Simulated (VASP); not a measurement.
# Ca (P4/mmm) in VASP: notebook

Runs on Ca. Level: PBE. Tasks: single point.

All numbers are computed with VASP 6.6.1; they aren't measurements. Logs are shortened: lines on timing, memory, paths and dates and some standing lists are left out, and cuts for length are marked.

## Step 1: The cell of the first run

Symmetry: P4/mmm, No. 123, tetragonal system. Conventional cell: a = 3.489 Å, b = 3.489 Å, c = 3.593 Å, α = 90.00°, β = 90.00°, γ = 90.00°. Within 4.6 Å of Ca (site symmetry 4/mmm) lie 6 Ca at 3.49 to 3.59 Å.

## Step 2: Single point, PBE (strain +0.000 along x and y, +0.030 along z)

The input, INCAR:

```
ALGO = Normal
EDIFF = 1E-7
ENCUT = 520
GGA = PE
ISIF = 2
ISMEAR = 0
LASPH = True
LCHARG = True
LELF = True
LREAL = False
LVHAR = True
LWAVE = False
NBANDS = 11
NELM = 100
PREC = Accurate
SIGMA = 0.15
```

The input, KPOINTS:

```
k-points
0
Gamma
  14 14 14
```

The input, POSCAR:

```
Ca
1.0
    3.4886563400      0.0000000000      0.0000000000
    0.0000000000      3.4886563400      0.0000000000
    0.0000000000      0.0000000000      3.5933160302
Ca
1
Direct
    0.0000000000      0.0000000000      0.0000000000
```

Potentials or basis: VASP PAW PBE potentials, release 64 (Ca_sv).

The run is started by

```console
$ cat potpaw_PBE.64/Ca_sv/POTCAR > POTCAR
$ mpirun -np 1 vasp_std > vasp.out
```

OUTCAR:

```text
EDIFF = 1E-7
   ENCUT = 520
   GGA = PE
   ISIF = 2
   ISMEAR = 0
   LASPH = True
   LREAL = False
   NELM = 100
   PREC = Accurate

 ion  position               nearest neighbor table
   1  0.000  0.000  0.000-

  LATTYP: Found a simple tetragonal cell.
 ALAT       =     3.4886563400
 C/A-ratio  =     1.0300000000

  Lattice vectors:

 A1 = (   3.4886563400,   0.0000000000,   0.0000000000)
 A2 = (   0.0000000000,   3.4886563400,   0.0000000000)
 A3 = (   0.0000000000,   0.0000000000,   3.5933160302)

Analysis of symmetry for initial positions (statically):
=====================================================================
 Subroutine PRICEL returns:
 Original cell was already a primitive cell.

 Routine SETGRP: Setting up the symmetry group for a
 simple tetragonal supercell.

 Subroutine GETGRP returns: Found 16 space group operations
 (whereof 16 operations were pure point group operations)
 out of a pool of 16 trial point group operations.

The static configuration has the point symmetry D_4h.

Analysis of symmetry for dynamics (positions and initial velocities):
=====================================================================
 Subroutine PRICEL returns:
 Original cell was already a primitive cell.

 Routine SETGRP: Setting up the symmetry group for a
 simple tetragonal supercell.

 Subroutine GETGRP returns: Found 16 space group operations
 (whereof 16 operations were pure point group operations)
 out of a pool of 16 trial point group operations.

The dynamic configuration has the point symmetry D_4h.

 Subroutine INISYM returns: Found 16 space group operations
 (whereof 16 operations are pure point group operations),
 and found     1 'primitive' translations

----------------------------------------------------------------------------------------

                                     Primitive cell

  volume of cell :      43.7333

  direct lattice vectors                    reciprocal lattice vectors
     3.488656340  0.000000000  0.000000000     0.286643310  0.000000000  0.000000000
     0.000000000  3.488656340  0.000000000     0.000000000  0.286643310  0.000000000
     0.000000000  0.000000000  3.593316030     0.000000000  0.000000000  0.278294476

  length of vectors
     3.488656340  3.488656340  3.593316030     0.286643310  0.286643310  0.278294476

  position of ions in fractional coordinates (direct lattice)
     0.000000000  0.000000000  0.000000000

  ion indices of the primitive-cell ions
   primitive index   ion index
                 1           1

----------------------------------------------------------------------------------------

 KPOINTS: k-points

Automatic generation of k-mesh.
 Grid dimensions read from file:
 generate k-points for:   14   14   14

 Generating k-lattice:

  Cartesian coordinates                     Fractional coordinates (reciprocal lattice)
     0.020474522  0.000000000  0.000000000     0.071428571  0.000000000  0.000000000
     0.000000000  0.020474522  0.000000000     0.000000000  0.071428571  0.000000000
     0.000000000  0.000000000  0.019878177     0.000000000  0.000000000  0.071428571

  Length of vectors
     0.020474522  0.020474522  0.019878177

  Shift w.r.t. Gamma in fractional coordinates (k-lattice)
     0.000000000  0.000000000  0.000000000

 Subroutine IBZKPT returns following result:
 ===========================================

 Found    288 irreducible k-points:

 Following reciprocal coordinates:
            Coordinates               Weight
  0.000000  0.000000  0.000000      1.000000
  0.071429  0.000000  0.000000      4.000000
  0.142857  0.000000  0.000000      4.000000
  0.214286  0.000000  0.000000      4.000000
  0.285714  0.000000  0.000000      4.000000
  0.357143  0.000000  0.000000      4.000000
[... 16 lines left out ...]
  0.285714  0.214286  0.000000      8.000000
  0.357143  0.214286  0.000000      8.000000
 [... further k-points ...]
   k-points           NKPTS =    288   k-points in BZ     NKDIM =    288   number of bands    NBANDS=     11
   number of dos      NEDOS =    301   number of ions     NIONS =      1
   total plane-waves  NPLWV =  21952
   dimension x,y,z NGX =    28 NGY =   28 NGZ =   28
   dimension x,y,z NGXF=    56 NGYF=   56 NGZF=   56
   ions per type =               1
   NGX,Y,Z   is equivalent  to a cutoff of  13.34, 13.34, 12.95 a.u.
   NGXF,Y,Z  is equivalent  to a cutoff of  26.69, 26.69, 25.91 a.u.
 SYSTEM =  unknown system
   PREC   = accura    normal or accurate (medium, high low for compatibility)
   ISTART =      0    job   : 0-new  1-cont  2-samecut
   ICHARG =      2    charge: 1-file 2-atom 10-const
   ISPIN  =      1    spin polarized calculation?
   LNONCOLLINEAR =      F non collinear calculations
   LSORBIT =      F    spin-orbit coupling
   LASPH  =      T    aspherical Exc in radial PAW
   ENCUT  =  520.0 eV  38.22 Ry    6.18 a.u.   6.49  6.49  6.68*2*pi/ulx,y,z
   NELM   =    100;   NELMIN=  2; NELMDL= -5     # of ELM steps
   EDIFF  = 0.1E-06   stopping-criterion for ELM
   LREAL  =      F    real-space projection
   EDIFFG = 0.1E-05   stopping-criterion for IOM
   NSW    =      0    number of steps for IOM
   IBRION =     -1    ionic relax: 0-MD 1-quasi-New 2-CG
   NFREE  =      0    steps in history (QN), initial steepest desc. (CG)
   ISIF   =      2    stress and relaxation
   ISYM   =      2    0-nonsym 1-usesym 2-fastsym
   POTIM  = 0.5000    time-step for ionic-motion
   TEBEG  =    0.0;   TEEND  =   0.0 temperature during run
   PSTRESS=    0.0 pullay stress
   NELECT =      10.0000    total number of electrons
   NUPDOWN=      -1.0000    fix difference up-down
   EMIN   =  10.00;   EMAX   =-10.00  energy-range for DOS
   EFERMI =   0.00;   METHOD = LEGACY
   ISMEAR =     0;   SIGMA  =   0.15  broadening in eV -4-tet -1-fermi 0-gaus
   EFERMI_NEDOS =   21; number of points for ismear=-14 and -15
   IALGO  =     38    algorithm
   IMIX   =      4    mixing-type and parameters
     AMIX     =   0.40;   BMIX     =  1.00
     AMIX_MAG =   1.60;   BMIX_MAG =  1.00
  volume/ion in A,a.u.               =      43.73       295.13
  Fermi-wavevector in a.u.,A,eV,Ry     =   1.001085  1.891776 13.635363  1.002171
  Thomas-Fermi vector in A             =   2.133484
   LORBIT       =      0    0 simple, 1 ext, 2 COOP (PROOUT), +10 PAW based schemes
   GGA     = PE    functional components
   LHFCALC =     F    Hartree Fock is set to
   AEXX    =    0.0000 exact exchange contribution
   IVDW    =     0    specifies the selected vdW correction
   LEPSILON=     F    determine dielectric tensor
   LRPA    =     F    only Hartree local field effects (RPA)
 non-spin polarized calculation
 Gauss-broadening in eV      SIGMA  =   0.15
  energy-cutoff  :      520.00
  volume of cell :       43.73
 maximum number of plane-waves:      1205
 NGX is ok and might be reduce to    28
   NGX = 13   NGY = 13   NGZ = 13

 number of electron      10.0000000 magnetization

 number of electron       9.9999999 magnetization

 Free energy of the ion-electron system (eV)
  ---------------------------------------------------
  ext. energy  EPLUGINS =         0.00000000
  ---------------------------------------------------
  free energy    TOTEN  =        -1.53743149 eV

  energy without entropy =       -1.52563594  energy(sigma->0) =       -1.53153371

 E-fermi :   1.7350     XC(G=0):  -7.6015

 val. band max:        1.7254931970   @ k =   0.4286   0.2857   0.3571
 cond. band min:       1.7364820882   @ k =   0.4286   0.0714   0.0714
 fundamental gap:      0.0109888912
 Fermi energy:         1.7350423188

 k-point     1 :       0.0000    0.0000    0.0000
  band No.  band energies     occupation
      1     -40.5020      2.00000
      2     -21.4071      2.00000
      3     -21.3869      2.00000
      4     -21.3869      2.00000
      5      -2.0922      2.00000
      6       2.5595      0.00000
      7       2.5599      0.00000
      8       5.7467      0.00000
      9       5.7467      0.00000
     10       5.8326      0.00000
     11       9.7737      0.00000

 k-point     2 :       0.0714    0.0000    0.0000
  band No.  band energies     occupation
      1     -40.5010      2.00000
      2     -21.4061      2.00000
      3     -21.3981      2.00000
      4     -21.3859      2.00000
      5      -2.0189      2.00000
      6       2.5824      0.00000
      7       2.5871      0.00000
      8       5.6533      0.00000
      9       5.7504      0.00000
     10       5.7526      0.00000
     11       9.9222      0.00000

 k-point     3 :       0.1429    0.0000    0.0000
  band No.  band energies     occupation
      1     -40.4983      2.00000
      2     -21.4294      2.00000
      3     -21.4034      2.00000
      4     -21.3833      2.00000
      5      -1.8026      2.00000
      6       2.6413      0.00000
      7       2.6542      0.00000
      8       5.4170      0.00000
      9       5.5381      0.00000
     10       5.7690      0.00000
     11       8.9570      0.00000

 k-point     4 :       0.2143    0.0000    0.0000
  band No.  band energies     occupation
      1     -40.4944      2.00000
      2     -21.4744      2.00000
      3     -21.3994      2.00000
      4     -21.3794      2.00000
      5      -1.4536      2.00000
      6       2.6690      0.00000
      7       2.7518      0.00000
      8       5.1231      0.00000
      9       5.2677      0.00000
     10       5.7929      0.00000
     11       8.0380      0.00000
[... 239 lines left out ...]
 k-point    22 :       0.2143    0.2143    0.0000
  band No.  band energies     occupation
      1     -40.4869      2.00000
      2     -21.4682      2.00000
      3     -21.4628      2.00000
      4     -21.3919      2.00000
      5      -0.8442      2.00000
      6       2.8331      0.00000
      7       3.0140      0.00000
      8       4.5564      0.00000
      9       5.1111      0.00000
     10       5.3337      0.00000
     11       8.5751      0.00000

 k-point    23 :       0.2857    0.2143    0.0000
  band No.  band energies     occupation
      1     -40.4825      2.00000
      2     -21.5142      2.00000
      3     -21.4602      2.00000
      4     -21.3876      2.00000
      5      -0.4050      2.00000
      6       2.7513      0.00000
      7       3.1540      0.00000
      8       4.3579      0.00000
      9       4.9230      0.00000
     10       5.3072      0.00000
     11       7.9029      0.00000

 k-point    24 :       0.3571    0.2143    0.0000
  band No.  band energies     occupation
      1     -40.4786      2.00000
      2     -21.5575      2.00000
      3     -21.4557      2.00000
      4     -21.3837      2.00000
      5       0.1194      2.00000
      6       2.4230      0.00000
      7       3.2859      0.00000
      8       4.3289      0.00000
      9       4.7237      0.00000
     10       5.3365      0.00000
     11       7.3508      0.00000

 [... further k-points ...]

------------------------ aborting loop because EDIFF is reached ----------------------------------------

  FORCE on cell =-STRESS in cart. coord.  units (eV):
  Direction    XX          YY          ZZ          XY          YZ          ZX
  --------------------------------------------------------------------------------------
  -------------------------------------------------------------------------------------
  Total        0.1249918      0.1249918     -0.2640564      0.0000000     -0.0000000      0.0000000
  in kB        4.5791020      4.5791020     -9.6737635      0.0000000     -0.0000000      0.0000000
  external PRESSURE =      -0.1718532 kB  Pullay stress =       0.0000000 kB

 VOLUME and BASIS-vectors are now :
 -----------------------------------------------------------------------------
  energy-cutoff  :      520.00
  volume of cell :       43.73
      direct lattice vectors                 reciprocal lattice vectors
     3.488656340  0.000000000  0.000000000     0.286643310  0.000000000  0.000000000
     0.000000000  3.488656340  0.000000000     0.000000000  0.286643310  0.000000000
     0.000000000  0.000000000  3.593316030     0.000000000  0.000000000  0.278294476

 POSITION                                       TOTAL-FORCE (eV/Angst)
 -----------------------------------------------------------------------------------
      0.00000      0.00000      0.00000         0.000000      0.000000      0.000000
 -----------------------------------------------------------------------------------
    total drift:                               -0.000000     -0.000000     -0.000000

  FREE ENERGIE OF THE ION-ELECTRON SYSTEM (eV)
  ---------------------------------------------------
  free  energy   TOTEN  =        -1.5374314872 eV

  energy  without entropy=       -1.5256359418  energy(sigma->0) =       -1.53153371
```

Run time: 2.5 min. Hardware: 1 thread of Intel Xeon Platinum 8375C at 2.90GHz (Ice Lake), shared host; peak memory 0.26 GiB.

What came out:

```
Free energy            : -1.5374 eV
Pressure               : 0.0 GPa
Band gap on the k mesh : zero (band 5 reaches 2.35 eV, above the bottom of band 6 at 1.14 eV)
```

Caveat: the cell differs from its parent crystal (strain +0.000 along x and y, +0.030 along z).

## Step 3: Single point, PBE (strain +0.030 along x and y, -0.030 along z)

The input, INCAR:

```
ALGO = Normal
EDIFF = 1E-6
ENCUT = 520
GGA = PE
ISIF = 2
ISMEAR = 0
LASPH = T
LCHARG = T
LELF = T
LREAL = F
LVHAR = T
LWAVE = F
NBANDS = 11
NELM = 80
PREC = Accurate
SIGMA = 0.15
```

KPOINTS is that of step 2.

The input, POSCAR:

```
Ca
1.0
    3.5933160302      0.0000000000      0.0000000000
    0.0000000000      3.5933160302      0.0000000000
    0.0000000000      0.0000000000      3.3839966498
Ca
1
Direct
    0.0000000000      0.0000000000      0.0000000000
```

Potentials or basis: VASP PAW PBE potentials, release 64 (Ca_sv).

The run is started by

```console
$ cat potpaw_PBE.64/Ca_sv/POTCAR > POTCAR
$ mpirun -np 1 vasp_std > vasp.out
```

Wall time 1.8 min (1 thread of Intel Xeon Platinum 8375C at 2.90GHz (Ice Lake), shared host); peak memory 0.26 GiB.

The run converged. Its results:

```
Free energy            : -1.5237 eV
Pressure               : 0.1 GPa
Band gap on the k mesh : zero (band 5 reaches 2.37 eV, above the bottom of band 6 at 1.15 eV)
```

Stress tensor (GPa, compression positive):
```
-1.08  0.00  0.00
 0.00 -1.08  0.00
 0.00  0.00  2.34
```

Levels at points of the mesh, in eV from the Fermi level:
```csv
k point,band 3,band 4,band 5,band 6,band 7,band 8
"(0.00, 0.00, 0.00)",-23.13,-23.08,-3.81,0.81,0.83,3.93
"(0.50, 0.00, 0.00)",-23.11,-23.07,-1.32,-0.58,1.25,2.78
"(0.50, 0.50, 0.00)",-23.28,-23.06,-0.30,0.63,2.07,2.07
"(0.00, 0.00, 0.50)",-23.10,-23.10,-0.89,-0.30,1.48,2.60
"(0.50, 0.00, 0.50)",-23.26,-23.09,-0.37,1.06,2.39,2.56
"(0.50, 0.50, 0.50)",-23.24,-23.24,0.57,0.57,0.96,4.68
```

Caveat: the cell differs from its parent crystal (strain +0.030 along x and y, -0.030 along z).
